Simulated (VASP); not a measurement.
A run of VASP 6.6.1 is set up as follows.

Contents of INCAR:

```
PREC = Accurate ; ENCUT = 600
EDIFF = 1E-7 ; ISMEAR = -1
SIGMA = 0.1 ; LREAL = F
LASPH = T ; NELM = 100
ALGO = Normal ; ISIF = 3
LWAVE = F ; LCHARG = F
GGA = CA ; IBRION = 2
NSW = 32 ; EDIFFG = -0.005
PSTRESS = -17.0
```

Contents of KPOINTS:

```
Automatic mesh
0
Gamma
  16 16 9
```

File POSCAR:

```
Zn
1.0
    2.5875262532      0.0000000000      0.0000000000
   -1.2937631266      2.2408634683      0.0000000000
    0.0000000000      0.0000000000      4.7450190838
Zn
2
Direct
    0.3333333333      0.6666666667      0.2500000000
    0.6666666667      0.3333333333      0.7500000000
```

Potentials or basis: VASP PAW LDA potentials, release 64 (Zn).

Command:

```bash
$ cat potpaw_LDA.64/Zn/POTCAR > POTCAR
$ mpirun -np 1 vasp_std > vasp.out
```

(1) What does it give for the space group after relaxing (to 0.1 Å)?

(2) Estimate the band gap on the k mesh.

Answers

(1) P6_3/mmc (No. 194).

(2) zero (bands 12 and 13 overlap by 4.31 eV).

Caveat: the cell is relaxed towards a set pressure, so the run minimises the enthalpy, not the energy.
